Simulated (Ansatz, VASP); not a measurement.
Al2O3: VASP beside Ansatz

Contents of POSCAR:

```
Al2O3
1.0
    3.2504845347      0.0000000000      0.0000000000
   -1.6252422673      2.8150021817      0.0000000000
    0.0000000000      0.0000000000      6.5276234270
Al O
2 3
Direct
    0.0000000000      0.0000000000      0.2779510000
    0.0000000000      0.0000000000      0.7220490000
    0.3333333333      0.6666666667      0.1994540000
    0.6666666667      0.3333333333      0.8005460000
    0.0000000000      0.0000000000      0.5000000000
```

The input INCAR.step1:

```
SYSTEM = Al2O3
PREC = Accurate
ENCUT = 520
ISMEAR = 0
SIGMA = 0.05
LREAL = .False.
LASPH = .True.
NELM = 80
NBANDS = 20
GGA = PE
ALGO = Normal
EDIFF = 1E-4
LWAVE = .True.
LCHARG = .False.
```

Contents of INCAR.step2:

```
SYSTEM = Al2O3
PREC = Accurate
ENCUT = 520
EDIFF = 1E-6
ISMEAR = 0
SIGMA = 0.05
LREAL = .False.
LASPH = .True.
NELM = 80
ALGO = Normal
ISIF = 2
LWAVE = .False.
LCHARG = .False.
METAGGA = R2SCAN
LMIXTAU = .True.
NBANDS = 20
ISTART = 1
```

Contents of KPOINTS:

```
regular mesh
0
Gamma
  12 12 4
  0 0 0
```

Input for Ansatz:

```yaml
crystal:
  lattice:
    - [3.2504845347, 0.0, 0.0]
    - [-1.6252422673, 2.8150021817, 0.0]
    - [0.0, 0.0, 6.527623427]
  atoms:
    - { symbol: Al, position: [0.0, 0.0, 0.277951] }
    - { symbol: Al, position: [0.0, 0.0, 0.722049] }
    - { symbol: O, position: [0.3333333333, 0.6666666667, 0.199454] }
    - { symbol: O, position: [0.6666666667, 0.3333333333, 0.800546] }
    - { symbol: O, position: [0.0, 0.0, 0.5] }
basis:
  ecutwfc: 500
kpoints:
  mp_grid: { grid: [12, 12, 4] }
hamiltonian:
  xc: r2scan
scf:
  occupations: { method: gaussian, width: 0.05 }
output:
  forces: true
  stress: true
  eigenvalues: true
```

Alike in both runs: task single point; functional r2SCAN; k mesh 12 × 12 × 4; occupations gaussian, width 0.05 eV; no spin polarisation.

|  | VASP | Ansatz |
| --- | --- | --- |
| version | VASP 6.6.1 | Ansatz 0.2.0 |
| potentials or method | VASP PAW PBE potentials, release 64 (Al, O), cutoff 520 eV | scalar-relativistic, plane waves, PAW |
| valence electrons in the cell | 24 | 24 |

Ansatz gave:

- gap on the k mesh at the Fermi level (eV): 3.63
- least direct gap on the mesh (eV): 3.91
- pressure (GPa): 16.0
- traceless stress, the component that is largest in VASP (GPa): 89.28
- rms of the force components (eV/Å): 4.836

**Question.** Estimate VASP's values.

**Answer.** gap on the k mesh at the Fermi level (eV): 3.63; least direct gap on the mesh (eV): 3.91; pressure (GPa): 16.1; traceless stress, the component that is largest in VASP (GPa): 90.32; rms of the force components (eV/Å): 4.899.

VASP's potentials were made for PBE, not for r2SCAN. Atom by atom the forces differ by 0.063 eV/Å (rms over components).
